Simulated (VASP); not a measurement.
# Ta2AlN2 (P6/mmm) in VASP: notebook

Ta2AlN2 is run at these levels: PBE; tasks: single point.

Program: VASP 6.6.1. These are calculated values, not measurements. Logs are shortened: lines on timing, memory, paths and dates and some standing lists are left out, and cuts for length are marked.

### 1 The cell of the first run

It takes space group P6/mmm (No. 191, hexagonal). Conventional cell: a = 4.724 Å, b = 4.724 Å, c = 3.992 Å, α = 90.00°, β = 90.00°, γ = 120.00°. Within 2.6 Å of Ta (site symmetry -6m2) lie 2 N at 2.00 Å. Within 3.6 Å of Al (site symmetry 6/mmm) lie 6 N at 2.73 Å and 12 Ta at 3.38 Å. N (site symmetry -6m2) has 2 Ta at 2.00 Å within 2.6 Å.

The cell was built from a structure type or drawn by symmetry, and may not be a known phase.

### 2 Single point, PBE

INCAR

```
  PREC = Accurate
  ENCUT = 520
  EDIFF = 1E-6
  ISMEAR = 0
  SIGMA = 0.1
  LREAL = F
  LASPH = T
  NELM = 60
  ALGO = Normal
  ISIF = 2
  LWAVE = F
  LCHARG = T
  GGA = PE
  LELF = T
  LVHAR = T
  NBANDS = 26
```

KPOINTS

```
Automatic mesh
0
Gamma
  6 6 4
```

POSCAR

```
Ta2AlN2
1.0
    4.7236345654      0.0000000000      0.0000000000
   -2.3618172827      4.0907875318      0.0000000000
    0.0000000000      0.0000000000      3.9920088403
Ta Al N
2 1 2
Direct
    0.3333333333      0.6666666667      0.5000000000
    0.6666666667      0.3333333333      0.5000000000
    0.0000000000      0.0000000000      0.0000000000
    0.3333333333      0.6666666667      0.0000000000
    0.6666666667      0.3333333333      0.0000000000
```

Potentials or basis: VASP PAW PBE potentials, release 64 (Ta_pv, Al, N).

Launch:

```bash
$ cat potpaw_PBE.64/Ta_pv/POTCAR potpaw_PBE.64/Al/POTCAR potpaw_PBE.64/N/POTCAR > POTCAR
$ mpirun -np 1 vasp_std > vasp.out
```

OUTCAR:

```text
PREC = Accurate
   ENCUT = 520
   EDIFF = 1E-6
   ISMEAR = 0
   LREAL = F
   LASPH = T
   NELM = 60
   ISIF = 2
   GGA = PE

 ion  position               nearest neighbor table
   1  0.333  0.667  0.500-   4 2.00   4 2.00   2 2.73   2 2.73   2 2.73   3 3.38   3 3.38   3 3.38
                             3 3.38   3 3.38   3 3.38
   2  0.667  0.333  0.500-   5 2.00   5 2.00   1 2.73   1 2.73   1 2.73   3 3.38   3 3.38   3 3.38
                             3 3.38   3 3.38   3 3.38
   3  0.000  0.000  0.000-   1 3.38   2 3.38   1 3.38   2 3.38   1 3.38   1 3.38   2 3.38   2 3.38
                             2 3.38   2 3.38   1 3.38   1 3.38
   4  0.333  0.667  0.000-   1 2.00   1 2.00
   5  0.667  0.333  0.000-   2 2.00   2 2.00

  LATTYP: Found a hexagonal cell.
 ALAT       =     4.7236345654
 C/A-ratio  =     0.8451138176

  Lattice vectors:

 A1 = (   4.7236345654,   0.0000000000,   0.0000000000)
 A2 = (  -2.3618172827,   4.0907875318,   0.0000000000)
 A3 = (   0.0000000000,   0.0000000000,   3.9920088403)

Analysis of symmetry for initial positions (statically):
=====================================================================
 Subroutine PRICEL returns:
 Original cell was already a primitive cell.

 Routine SETGRP: Setting up the symmetry group for a
 hexagonal supercell.

 Subroutine GETGRP returns: Found 24 space group operations
 (whereof 24 operations were pure point group operations)
 out of a pool of 24 trial point group operations.

The static configuration has the point symmetry D_6h.

Analysis of symmetry for dynamics (positions and initial velocities):
=====================================================================
 Subroutine PRICEL returns:
 Original cell was already a primitive cell.

 Routine SETGRP: Setting up the symmetry group for a
 hexagonal supercell.

 Subroutine GETGRP returns: Found 24 space group operations
 (whereof 24 operations were pure point group operations)
 out of a pool of 24 trial point group operations.

The dynamic configuration has the point symmetry D_6h.

 Subroutine INISYM returns: Found 24 space group operations
 (whereof 24 operations are pure point group operations),
 and found     1 'primitive' translations

----------------------------------------------------------------------------------------

                                     Primitive cell

  volume of cell :      77.1391

  direct lattice vectors                    reciprocal lattice vectors
     4.723634565  0.000000000  0.000000000     0.211701389  0.122225854  0.000000000
    -2.361817283  4.090787532  0.000000000     0.000000000  0.244451708  0.000000000
     0.000000000  0.000000000  3.992008840     0.000000000  0.000000000  0.250500447

  length of vectors
     4.723634565  4.723634565  3.992008840     0.244451708  0.244451708  0.250500447

  position of ions in fractional coordinates (direct lattice)
     0.333333333  0.666666667  0.500000000
     0.666666667  0.333333333  0.500000000
     0.000000000  0.000000000  0.000000000
     0.333333333  0.666666667  0.000000000
     0.666666667  0.333333333  0.000000000

  ion indices of the primitive-cell ions
   primitive index   ion index
                 1           1
                 2           2
                 3           3
                 4           4
                 5           5

----------------------------------------------------------------------------------------

 KPOINTS: Automatic mesh

Automatic generation of k-mesh.
 Grid dimensions read from file:
 generate k-points for:    6    6    4

 Generating k-lattice:

  Cartesian coordinates                     Fractional coordinates (reciprocal lattice)
     0.035283565  0.020370976  0.000000000     0.166666667  0.000000000  0.000000000
     0.000000000  0.040741951  0.000000000     0.000000000  0.166666667  0.000000000
     0.000000000  0.000000000  0.062625112     0.000000000  0.000000000  0.250000000

  Length of vectors
     0.040741951  0.040741951  0.062625112

  Shift w.r.t. Gamma in fractional coordinates (k-lattice)
     0.000000000  0.000000000  0.000000000

 Subroutine IBZKPT returns following result:
 ===========================================

 Found     21 irreducible k-points:

 Following reciprocal coordinates:
            Coordinates               Weight
  0.000000  0.000000  0.000000      1.000000
  0.166667  0.000000  0.000000      6.000000
  0.333333  0.000000  0.000000      6.000000
  0.500000  0.000000  0.000000      3.000000
  0.166667  0.166667  0.000000      6.000000
  0.333333  0.166667  0.000000     12.000000
[... 13 lines left out ...]
  0.333333  0.166667  0.500000     12.000000
  0.333333  0.333333  0.500000      2.000000
   k-points           NKPTS =     21   k-points in BZ     NKDIM =     21   number of bands    NBANDS=     26
   number of dos      NEDOS =    301   number of ions     NIONS =      5
   total plane-waves  NPLWV =  38880
   dimension x,y,z NGX =    36 NGY =   36 NGZ =   30
   dimension x,y,z NGXF=    72 NGYF=   72 NGZF=   60
   ions per type =               2   1   2
   NGX,Y,Z   is equivalent  to a cutoff of  12.67, 12.67, 12.49 a.u.
   NGXF,Y,Z  is equivalent  to a cutoff of  25.34, 25.34, 24.99 a.u.
 SYSTEM =  unknown system
   PREC   = accura    normal or accurate (medium, high low for compatibility)
   ISTART =      0    job   : 0-new  1-cont  2-samecut
   ICHARG =      2    charge: 1-file 2-atom 10-const
   ISPIN  =      1    spin polarized calculation?
   LNONCOLLINEAR =      F non collinear calculations
   LSORBIT =      F    spin-orbit coupling
   LASPH  =      T    aspherical Exc in radial PAW
   ENCUT  =  520.0 eV  38.22 Ry    6.18 a.u.   8.78  8.78  7.42*2*pi/ulx,y,z
   NELM   =     60;   NELMIN=  2; NELMDL= -5     # of ELM steps
   EDIFF  = 0.1E-05   stopping-criterion for ELM
   LREAL  =      F    real-space projection
   EDIFFG = 0.1E-04   stopping-criterion for IOM
   NSW    =      0    number of steps for IOM
   IBRION =     -1    ionic relax: 0-MD 1-quasi-New 2-CG
   NFREE  =      0    steps in history (QN), initial steepest desc. (CG)
   ISIF   =      2    stress and relaxation
   ISYM   =      2    0-nonsym 1-usesym 2-fastsym
   POTIM  = 0.5000    time-step for ionic-motion
   TEBEG  =    0.0;   TEEND  =   0.0 temperature during run
   PSTRESS=    0.0 pullay stress
   NELECT =      35.0000    total number of electrons
   NUPDOWN=      -1.0000    fix difference up-down
   EMIN   =  10.00;   EMAX   =-10.00  energy-range for DOS
   EFERMI =   0.00;   METHOD = LEGACY
   ISMEAR =     0;   SIGMA  =   0.10  broadening in eV -4-tet -1-fermi 0-gaus
   EFERMI_NEDOS =   21; number of points for ismear=-14 and -15
   IALGO  =     38    algorithm
   IMIX   =      4    mixing-type and parameters
     AMIX     =   0.40;   BMIX     =  1.00
     AMIX_MAG =   1.60;   BMIX_MAG =  1.00
  volume/ion in A,a.u.               =      15.43       104.11
  Fermi-wavevector in a.u.,A,eV,Ry     =   1.257977  2.377231 21.531294  1.582505
  Thomas-Fermi vector in A             =   2.391609
   LORBIT       =      0    0 simple, 1 ext, 2 COOP (PROOUT), +10 PAW based schemes
   GGA     = PE    functional components
   LHFCALC =     F    Hartree Fock is set to
   AEXX    =    0.0000 exact exchange contribution
   IVDW    =     0    specifies the selected vdW correction
   LEPSILON=     F    determine dielectric tensor
   LRPA    =     F    only Hartree local field effects (RPA)
 non-spin polarized calculation
 Gauss-broadening in eV      SIGMA  =   0.10
  energy-cutoff  :      520.00
  volume of cell :       77.14
 maximum number of plane-waves:      2097
 NGX is ok and might be reduce to    36
   NGX = 17   NGY = 17   NGZ = 15

 number of electron      34.9999993 magnetization

 Free energy of the ion-electron system (eV)
  ---------------------------------------------------
  ext. energy  EPLUGINS =         0.00000000
  ---------------------------------------------------
  free energy    TOTEN  =       -41.10475706 eV

  energy without entropy =      -41.07770820  energy(sigma->0) =      -41.09123263

 E-fermi :   4.8965     XC(G=0): -11.1277

 val. band max:        4.8558307564   @ k =   0.3333   0.3333   0.2500
 cond. band min:       4.8975033977   @ k =   0.1667   0.0000   0.2500
 fundamental gap:      0.0416726412
 Fermi energy:         4.8965279021

 k-point     1 :       0.0000    0.0000    0.0000
  band No.  band energies     occupation
      1     -29.3840      2.00000
      2     -29.3840      2.00000
      3     -29.1344      2.00000
      4     -28.9265      2.00000
      5     -28.5878      2.00000
      6     -28.5878      2.00000
[... 18 lines left out ...]
     25       8.5683      0.00000
     26      11.6349      0.00000

 k-point     2 :       0.1667    0.0000    0.0000
  band No.  band energies     occupation
      1     -29.4013      2.00000
      2     -29.3466      2.00000
      3     -29.1223      2.00000
      4     -28.9389      2.00000
      5     -28.6285      2.00000
      6     -28.5685      2.00000
[... 18 lines left out ...]
     25       9.5673      0.00000
     26      10.9737      0.00000

 k-point     3 :       0.3333    0.0000    0.0000
  band No.  band energies     occupation
      1     -29.4336      2.00000
      2     -29.2553      2.00000
      3     -29.0909      2.00000
      4     -28.9708      2.00000
      5     -28.7263      2.00000
      6     -28.5321      2.00000
[... 485 lines left out ...]
 k-point    20 :       0.3333    0.1667    0.5000
  band No.  band energies     occupation
      1     -29.4578      2.00000
      2     -29.1519      2.00000
      3     -29.1330      2.00000
      4     -29.0583      2.00000
      5     -28.8242      2.00000
      6     -28.4971      2.00000
[... 18 lines left out ...]
     25      10.4861      0.00000
     26      10.5927      0.00000

 k-point    21 :       0.3333    0.3333    0.5000
  band No.  band energies     occupation
      1     -29.4772      2.00000
      2     -29.0957      2.00000
      3     -29.0957      2.00000
      4     -28.9890      2.00000
      5     -28.9890      2.00000
      6     -28.4763      2.00000
[... 18 lines left out ...]
     25      10.5647      0.00000
     26      10.5647      0.00000

------------------------ aborting loop because EDIFF is reached ----------------------------------------

  FORCE on cell =-STRESS in cart. coord.  units (eV):
  Direction    XX          YY          ZZ          XY          YZ          ZX
  --------------------------------------------------------------------------------------
  -------------------------------------------------------------------------------------
  Total        0.0523625      0.0523625      0.4800407     -0.0000000     -0.0000000      0.0000000
  in kB        1.0875681      1.0875681      9.9704304     -0.0000000     -0.0000000      0.0000000
  external PRESSURE =       4.0485222 kB  Pullay stress =       0.0000000 kB

 VOLUME and BASIS-vectors are now :
 -----------------------------------------------------------------------------
  energy-cutoff  :      520.00
  volume of cell :       77.14
      direct lattice vectors                 reciprocal lattice vectors
     4.723634565  0.000000000  0.000000000     0.211701389  0.122225854  0.000000000
    -2.361817283  4.090787532  0.000000000     0.000000000  0.244451708  0.000000000
     0.000000000  0.000000000  3.992008840     0.000000000  0.000000000  0.250500447

 POSITION                                       TOTAL-FORCE (eV/Angst)
 -----------------------------------------------------------------------------------
     -0.00000      2.72719      1.99600        -0.000000     -0.000000     -0.000000
      2.36182      1.36360      1.99600         0.000000      0.000000      0.000000
      0.00000      0.00000      0.00000         0.000000      0.000000      0.000000
     -0.00000      2.72719      0.00000         0.000000      0.000000      0.000000
      2.36182      1.36360      0.00000         0.000000     -0.000000      0.000000
 -----------------------------------------------------------------------------------
    total drift:                                0.000000      0.000000     -0.000000

  FREE ENERGIE OF THE ION-ELECTRON SYSTEM (eV)
  ---------------------------------------------------
  free  energy   TOTEN  =       -41.1047570586 eV

  energy  without entropy=      -41.0777082007  energy(sigma->0) =      -41.09123263
```

Wall time 23 s (1 thread of AMD EPYC 9R45 (Zen 5), shared host); peak memory 0.17 GiB.

What came out:

- Free energy: -41.1048 eV
- Pressure: 0.4 GPa
- Band gap on the k mesh: zero (an odd number of electrons rules out a gap without spin polarisation)

Caveat: the k points lie up to 0.39 Å⁻¹ apart, too coarse for converged energies and pressures of a metal; spin-orbit coupling is left out, which moves the levels of the heavy elements.

### 3 Single point, PBE

This run uses another cell than the first one, of 15.61 Å³/atom.

INCAR

```
PREC = Accurate
ENCUT = 520
EDIFF = 1E-6
ISMEAR = 0
SIGMA = 0.1
LREAL = False
LASPH = True
NELM = 80
ALGO = Normal
ISIF = 2
LWAVE = False
LCHARG = False
GGA = PE
NBANDS = 26
```

KPOINTS

```
regular mesh
0
Gamma
  6 6 4
```

POSCAR

```
Ta2AlN2
1.0
    3.9283463400      0.0000000000      0.0000000000
   -1.9641731700      3.4020477200      0.0000000000
    0.0000000000      0.0000000000      5.8418157400
Ta Al N
2 1 2
Direct
    0.3333333300      0.6666666700      0.5000000000
    0.6666666700      0.3333333300      0.5000000000
    0.0000000000      0.0000000000      0.0000000000
    0.3333333300      0.6666666700      0.0000000000
    0.6666666700      0.3333333300      0.0000000000
```

Potentials or basis: VASP PAW PBE potentials, release 64 (Ta_pv, Al, N).

Launch:

```bash
$ cat potpaw_PBE.64/Ta_pv/POTCAR potpaw_PBE.64/Al/POTCAR potpaw_PBE.64/N/POTCAR > POTCAR
$ mpirun -np 1 vasp_std > vasp.out
```

Run time: 22 s. Hardware: 1 thread of AMD EPYC 9R45 (Zen 5), shared host; peak memory 0.19 GiB.

The run converged. Its results:

```yaml
Free_energy: -32.4008 eV
Pressure: 9.5 GPa
Band_gap_on_the_k_mesh: zero (an odd number of electrons rules out a gap without spin polarisation)
```

Stress tensor (GPa, compression positive):
```
 30.03   0.00   0.00
  0.00  30.03   0.00
  0.00   0.00 -31.52
```

Levels at points of the mesh, in eV from the Fermi level:
```csv
k point,band 14,band 15,band 16,band 17,band 18,band 19,band 20,band 21,band 22,band 23
"(0.00, 0.00, 0.00)",-1.24,-0.73,-0.68,-0.68,0.14,1.11,1.11,2.32,2.92,2.92
"(0.50, 0.00, 0.00)",-1.67,-1.23,-0.69,-0.25,0.47,1.08,1.10,1.33,3.03,3.09
"(0.00, 0.00, 0.50)",-1.23,-0.40,-0.40,-0.34,-0.29,0.96,0.96,2.29,2.89,2.89
"(0.50, 0.00, 0.50)",-1.26,-1.24,-0.90,-0.13,0.27,1.19,1.31,2.40,3.32,3.79
```

Caveat: the cell stands under pressure; spin-orbit coupling is left out, which moves the levels of the heavy elements.
